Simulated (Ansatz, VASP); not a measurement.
**Pt: VASP beside Ansatz**

```xyz
2
Lattice="0.0000 2.8508 2.8508 2.8508 0.0000 2.8508 2.8508 2.8508 0.0000" Properties=species:S:1:pos:R:3 pbc="T T T"
Pt    0.7127    0.7127    0.7127
Pt    4.9889    4.9889    4.9889
```

Alike in both runs: task single point; functional PBE; k mesh 11 × 11 × 11; occupations fermi-dirac, width 0.1 eV; no spin polarisation.

|  | VASP | Ansatz |
| --- | --- | --- |
| version | VASP 6.6.1 | Ansatz 0.2.0 |
| potentials or method | VASP PAW PBE potentials, release 64 (Pt), cutoff 520 eV | plane waves (420 eV) with PAW, scalar-relativistic |
| valence electrons in the cell | 20 | 36 |

|  | VASP | Ansatz | Ansatz less VASP |
| --- | --- | --- | --- |
| pressure (GPa) | 4.7 | 5.2 | +0.52 |

VASP's potentials hold 20 valence electrons a cell and Ansatz's 36, so a difference there can come from the potentials and not from the codes.

Neither program's run includes spin-orbit coupling.
